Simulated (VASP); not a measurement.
Mn, 3 atoms in the cell. Symmetry: P6/mmm, No. 191, hexagonal system. The conventional cell has a = 4.077 Å, b = 4.077 Å, c = 2.556 Å, α = 90.00°, β = 90.00°, γ = 120.00°. Within 3.4 Å of Mn (site symmetry 6/mmm) lie 14 Mn at 2.56 to 2.68 Å. Mn (site symmetry -6m2) has 11 Mn at 2.35 to 2.68 Å within 3.1 Å.  This cell differs from its parent crystal: volume scaled by 1.12.

- Program: VASP 6.6.1
- Task: single point
- Functional: revPBE
- Potentials or basis: VASP PAW PBE potentials, release 64 (Mn_pv)
- Cutoff: 520 eV
- k mesh: 10 × 10 × 14
- Occupations: fermi-dirac, width 0.1 eV
- Spin: no spin polarisation
- Dipole correction: no
- Further INCAR settings: ALGO = Normal; EDIFF = 1e-06; NBANDS = 26

Potentials or basis: VASP PAW PBE potentials, release 64 (Mn_pv).

Run with:

```console
$ cat potpaw_PBE.64/Mn_pv/POTCAR > POTCAR
$ mpirun -np 1 vasp_std > vasp.out
```

Hardware: 1 thread of Intel(R) Xeon(R) 6975P-C (Granite Rapids) (shared host).

Problem. How long does it take, and how much memory?

Solution. Run time: 46 s on 1 thread of Intel(R) Xeon(R) 6975P-C (Granite Rapids), on a shared host, peak memory 0.2 GiB. Counts: scf iterations 17, k points 112.
